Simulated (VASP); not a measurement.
Set up this calculation in VASP 6.6.1, as the native input.

```yaml
Task: single point
Functional: PBE
Potentials_or_basis: VASP PAW PBE potentials, release 64 (Al, Cu)
Cutoff: 520 eV
k_mesh: 3 × 3 × 3
Occupations: gaussian, width 0.1 eV
Spin: no spin polarisation
Dipole_correction: no
Further_INCAR_settings: LREAL = Auto; ALGO = Normal; EDIFF = 1e-07; NBANDS = 72
```

The structure of Al30Cu (a cell with a defect) lies in POSCAR:

```
Al30Cu
1.0
    8.1000000000      0.0000000000      0.0000000000
    0.0000000000      8.1000000000      0.0000000000
    0.0000000000      0.0000000000      8.1000000000
Al Cu
30 1
Direct
    0.4924103704      0.0100950617     -0.0003917284
    0.7450912346      0.2568633333     -0.0004217284
    0.7491722222     -0.0002959259      0.2497062963
   -0.0003913580      0.0015520988     -0.0003580247
    0.7468845679      0.7472330864     -0.0003961728
    0.2456356790      0.0040477778      0.2489593827
    0.5014107407      0.2535677778      0.2528717284
    0.7481780247      0.5021909877      0.2485904938
    0.4980823457     -0.0015054321      0.4996588889
    0.7550816049      0.2492723457      0.4995824691
    0.7492124691     -0.0001824691      0.7495853086
    0.0080309877      0.4931524691     -0.0004329630
    0.2529320988      0.7495962963     -0.0004471605
    0.0022304938      0.2471460494      0.2480353086
    0.2553444444      0.4987356790      0.2453885185
    0.5000296296      0.7495961728      0.2467207407
   -0.0032916049     -0.0024740741      0.4996435802
    0.2460364198      0.2484506173      0.4995093827
    0.5007735802      0.5035827160      0.4995217284
    0.7487485185      0.7509424691      0.4996140741
    0.2457266667      0.0042517284      0.7502830864
    0.5015624691      0.2537711111      0.7462193827
    0.7482646914      0.5022956790      0.7505549383
   -0.0007892593      0.7495275309      0.2506849383
   -0.0001954321      0.4997317284      0.4995629630
    0.2483344444      0.7526539506      0.4995455556
    0.0023466667      0.2472334568      0.7511959259
    0.2553611111      0.4989334568      0.7535698765
    0.5000882716      0.7496593827      0.7524904938
   -0.0007253086      0.7496545679      0.7485381481
    0.3177308642      0.3010537037     -0.0007469136
```

The input as run:

INCAR

```
SYSTEM = Al30Cu
ALGO     = Normal         ! electronic algorithm
EDIFF    = 1E-7           ! SCF threshold, eV
ENCUT    = 520            ! plane-wave cutoff, eV
GGA      = PE             ! functional
ISIF     = 2              ! what is computed and relaxed
ISMEAR   = 0              ! smearing method
LASPH    = .True.         ! aspherical terms in the spheres
LCHARG   = .False.        ! write CHGCAR
LREAL    = Auto         
LWAVE    = .False.        ! write WAVECAR
NBANDS   = 72             ! bands
NELM     = 60             ! most SCF steps
PREC     = Accurate       ! precision mode
SIGMA    = 0.1            ! smearing width, eV
```

KPOINTS

```
k-points
0
Gamma
  3 3 3
  0 0 0
```

Potentials or basis: VASP PAW PBE potentials, release 64 (Al, Cu).

Run with:

```sh
$ cat potpaw_PBE.64/Al/POTCAR potpaw_PBE.64/Cu/POTCAR > POTCAR
$ mpirun -np 1 vasp_std > vasp.out
```

Results of the run:

| Property | Result |
| --- | --- |
| Pressure | -1.9 GPa |
| Largest force | 0.421 eV/Å |
| Band gap on the k mesh | zero (an odd number of electrons rules out a gap without spin polarisation) |

Run time: 12 min on 1 thread of Intel(R) Xeon(R) 6975P-C (Granite Rapids), on a shared host, peak memory 0.67 GiB.
